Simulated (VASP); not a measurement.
# Ti3Br (Fm-3m) in VASP: single point with PBE

Aim: the single point of Ti3Br with PBE.

Everything below comes from runs of VASP 6.6.1. Logs are shortened: lines on timing, memory, paths and dates and some standing lists are left out, and cuts for length are marked.

### 1 The cell of the first run

The structure is cubic, space group Fm-3m (No. 225). The conventional cell has a = 6.533 Å, b = 6.533 Å, c = 6.533 Å, α = 90.00°, β = 90.00°, γ = 90.00°. Ti (site symmetry -43m) has 10 Ti at 2.83 to 3.27 Å and 4 Br at 2.83 Å within 3.7 Å. Ti (site symmetry m-3m) has 8 Ti at 2.83 Å and 6 Br at 3.27 Å within 3.7 Å. Br (site symmetry m-3m) has 14 Ti at 2.83 to 3.27 Å within 3.7 Å.

The cell was generated, and may not be a known phase.

### 2 Single point, PBE, collinear spin

Contents of INCAR:

```
SYSTEM = Ti3Br
PREC = Accurate ; ENCUT = 520
EDIFF = 1E-6 ; ISMEAR = 0
SIGMA = 0.1 ; LREAL = .False.
LASPH = .True. ; NELM = 150
ALGO = Normal ; ISIF = 2
LWAVE = .False. ; LCHARG = .False.
ISPIN = 2 ; MAGMOM = -0.18 -0.18 -0.18 0
LORBIT = 11 ; LMAXMIX = 4
GGA = PE ; NBANDS = 34
```

Contents of KPOINTS:

```
regular mesh
0
Gamma
  12 12 12
  0 0 0
```

Contents of POSCAR:

```
Ti3Br
1.0
    0.0000000000      3.2666101555      3.2666101555
    3.2666101555      0.0000000000      3.2666101555
    3.2666101555      3.2666101555      0.0000000000
Ti Br
3 1
Direct
    0.7500000000      0.7500000000      0.7500000000
    0.2500000000      0.2500000000      0.2500000000
    0.5000000000      0.5000000000      0.5000000000
    0.0000000000      0.0000000000      0.0000000000
```

Potentials or basis: VASP PAW PBE potentials, release 64 (Ti_sv, Br).

Command:

```
cat potpaw_PBE.64/Ti_sv/POTCAR potpaw_PBE.64/Br/POTCAR > POTCAR
mpirun -np 1 vasp_std > vasp.out
```

OUTCAR:

```text
SYSTEM = Ti3Br
   PREC = Accurate
   ENCUT = 520
   EDIFF = 1E-6
   ISMEAR = 0
   LREAL = .False.
   LASPH = .True.
   NELM = 150
   ISIF = 2
   ISPIN = 2
   LORBIT = 11
   GGA = PE

 ion  position               nearest neighbor table
   1  0.750  0.750  0.750-   3 2.83   3 2.83   3 2.83   3 2.83   4 2.83   4 2.83   4 2.83   4 2.83

   2  0.250  0.250  0.250-   4 2.83   4 2.83   4 2.83   3 2.83   4 2.83   3 2.83   3 2.83   3 2.83

   3  0.500  0.500  0.500-   2 2.83   2 2.83   2 2.83   1 2.83   2 2.83   1 2.83   1 2.83   1 2.83

   4  0.000  0.000  0.000-   1 2.83   1 2.83   1 2.83   1 2.83   2 2.83   2 2.83   2 2.83   2 2.83

  LATTYP: Found a face centered cubic cell.
 ALAT       =     6.5332203110

  Lattice vectors:

 A1 = (   0.0000000000,   3.2666101555,   3.2666101555)
 A2 = (   3.2666101555,   0.0000000000,   3.2666101555)
 A3 = (   3.2666101555,   3.2666101555,   0.0000000000)

Analysis of symmetry for initial positions (statically):
=====================================================================
 Subroutine PRICEL returns:
 Original cell was already a primitive cell.

 Routine SETGRP: Setting up the symmetry group for a
 face centered cubic supercell.

 Subroutine GETGRP returns: Found 48 space group operations
 (whereof 48 operations were pure point group operations)
 out of a pool of 48 trial point group operations.

The static configuration has the point symmetry O_h .

Analysis of symmetry for dynamics (positions and initial velocities):
=====================================================================
 Subroutine PRICEL returns:
 Original cell was already a primitive cell.

 Routine SETGRP: Setting up the symmetry group for a
 face centered cubic supercell.

 Subroutine GETGRP returns: Found 48 space group operations
 (whereof 48 operations were pure point group operations)
 out of a pool of 48 trial point group operations.

The dynamic configuration has the point symmetry O_h .

Analysis of structural, dynamic, and magnetic symmetry:
=====================================================================
 Subroutine PRICEL returns:
 Original cell was already a primitive cell.

 Routine SETGRP: Setting up the symmetry group for a
 face centered cubic supercell.

 Subroutine GETGRP returns: Found 48 space group operations
 (whereof 48 operations were pure point group operations)
 out of a pool of 48 trial point group operations.

The overall configuration has the point symmetry O_h .

 Subroutine INISYM returns: Found 48 space group operations
[... 129 lines left out ...]
   IVDW    =     0    specifies the selected vdW correction
   LEPSILON=     F    determine dielectric tensor
   LRPA    =     F    only Hartree local field effects (RPA)
 spin polarized calculation
 Gauss-broadening in eV      SIGMA  =   0.10
  energy-cutoff  :      520.00
  volume of cell :       69.71
 maximum number of plane-waves:      1899
   NGX = 17   NGY = 17   NGZ = 17

 number of electron      42.9999988 magnetization      -0.0028720

 Free energy of the ion-electron system (eV)
  ---------------------------------------------------
  ext. energy  EPLUGINS =         0.00000000
  ---------------------------------------------------
  free energy    TOTEN  =       -23.28454095 eV

  energy without entropy =      -23.25317936  energy(sigma->0) =      -23.26886015

 E-fermi :   8.7050     XC(G=0): -11.4165

 val. band max:        8.6924832022   @ k =  -0.4167   0.1667   0.0833
 cond. band min:       8.7066460956   @ k =  -0.2500   0.5000   0.2500
 fundamental gap:      0.0141628934
 Fermi energy:         8.7049915650

 spin component 1

 k-point     1 :       0.0000    0.0000    0.0000
  band No.  band energies     occupation
      1     -48.0493      1.00000
      2     -48.0080      1.00000
      3     -47.4508      1.00000
      4     -24.3671      1.00000
      5     -24.3671      1.00000
      6     -24.3671      1.00000
[... 853 lines left out ...]
     32      11.9016      0.00000
     33      13.0141      0.00000

 [... further k-points ...]

 spin component 2

 k-point     1 :       0.0000    0.0000    0.0000
  band No.  band energies     occupation
      1     -48.0497      1.00000
      2     -48.0084      1.00000
      3     -47.4518      1.00000
      4     -24.3675      1.00000
      5     -24.3675      1.00000
      6     -24.3675      1.00000
[... 853 lines left out ...]
     32      11.9009      0.00000
     33      13.0136      0.00000

 [... further k-points ...]

 [bands above 33 left out]

------------------------ aborting loop because EDIFF is reached ----------------------------------------

  FORCE on cell =-STRESS in cart. coord.  units (eV):
  Direction    XX          YY          ZZ          XY          YZ          ZX
  --------------------------------------------------------------------------------------
  -------------------------------------------------------------------------------------
  Total       -0.0450710     -0.0450710     -0.0450710      0.0000000     -0.0000000      0.0000000
  in kB       -1.0358239     -1.0358239     -1.0358239      0.0000000     -0.0000000      0.0000000
  external PRESSURE =      -1.0358239 kB  Pullay stress =       0.0000000 kB

 VOLUME and BASIS-vectors are now :
 -----------------------------------------------------------------------------
  energy-cutoff  :      520.00
  volume of cell :       69.71
      direct lattice vectors                 reciprocal lattice vectors
     0.000000000  3.266610156  3.266610156    -0.153063872  0.153063872  0.153063872
     3.266610156  0.000000000  3.266610156     0.153063872 -0.153063872  0.153063872
     3.266610156  3.266610156  0.000000000     0.153063872  0.153063872 -0.153063872

 POSITION                                       TOTAL-FORCE (eV/Angst)
 -----------------------------------------------------------------------------------
      4.89992      4.89992      4.89992         0.000000      0.000000      0.000000
      1.63331      1.63331      1.63331         0.000000     -0.000000     -0.000000
      3.26661      3.26661      3.26661        -0.000000      0.000000     -0.000000
      0.00000      0.00000      0.00000        -0.000000      0.000000     -0.000000
 -----------------------------------------------------------------------------------
    total drift:                                0.000000      0.000000      0.000000

  FREE ENERGIE OF THE ION-ELECTRON SYSTEM (eV)
  ---------------------------------------------------
  free  energy   TOTEN  =       -23.2845409458 eV

  energy  without entropy=      -23.2531793603  energy(sigma->0) =      -23.26886015

 total charge

# of ion       s       p       d       tot
------------------------------------------
    1        2.201   6.078   1.989  10.267
    2        2.201   6.078   1.989  10.267
    3        2.260   6.035   2.089  10.384
    4        1.651   3.012   0.140   4.803
--------------------------------------------------
tot          8.312  21.202   6.206  35.721

 magnetization (x)

# of ion       s       p       d       tot
------------------------------------------
    1       -0.000  -0.000  -0.000  -0.000
    2       -0.000  -0.000  -0.000  -0.000
    3       -0.000  -0.000  -0.001  -0.001
    4       -0.000   0.000  -0.000   0.000
--------------------------------------------------
tot         -0.000  -0.000  -0.002  -0.002
```

stdout:

```text
POSCAR found type information on POSCAR TiBr
 POSCAR found :  2 types and       4 ions
 scaLAPACK will be used
 LDA part: xc-table for (Slater+PW92), standard interpolation
 POSCAR, INCAR and KPOINTS ok, starting setup
 FFT: planning ... GRIDC
 FFT: planning ... GRID_SOFT
 FFT: planning ... GRID
 WAVECAR not read
 entering main loop
```

Wall time 2.5 min (1 thread of Intel Xeon 6975P-C (Granite Rapids), shared host); peak memory 0.4 GiB.

Results:

| Item | Value |
| --- | --- |
| Free energy | -23.2845 eV |
| Pressure | -0.1 GPa |
| Net moment | 0.00 μB per cell |
| Valence electrons inside the program's atomic spheres | Ti 10.27, 10.38 (each value once); Br 4.80 |
